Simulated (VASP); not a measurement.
Crystal: Ta.

```
Ta
1.0
     2.95726    0.00000    0.00000
    -1.47863    2.56106    0.00000
     0.00000    0.00000    5.26760
Ta
2
Direct
  0.33333 0.66667 0.25000
  0.66667 0.33333 0.75000
```

This cell differs from its parent crystal: volume scaled by 1.06.

Program: VASP 6.6.1. Alike in all runs: task single point; no spin polarisation; cell as given; k mesh 11 × 11 × 5; cutoff (eV) 520.

**Question.** Order these runs on this cell by their pressure, lowest first.
A. level PBEsol; potentials or basis VASP PAW PBE potentials, release 64 (Ta_pv); smearing fermi-dirac 0.05 eV
B. level RPBE+D3(BJ); potentials or basis VASP PAW PBE potentials, release 64 (Ta_pv); smearing methfessel-paxton 0.2 eV
C. level LDA; potentials or basis VASP PAW LDA potentials, release 64 (Ta_pv); smearing fermi-dirac 0.05 eV
D. level PBE; potentials or basis VASP PAW PBE potentials, release 64 (Ta_pv); smearing fermi-dirac 0.05 eV

**Answer.** B (-45.2 GPa), C (-20.0 GPa), A (-16.3 GPa), D (-10.7 GPa).

Caveats: the PAW data sets were made with another functional, which shifts forces and pressure a little (some runs); pairwise dispersion overbinds metals, which lowers pressure and volume (some runs).
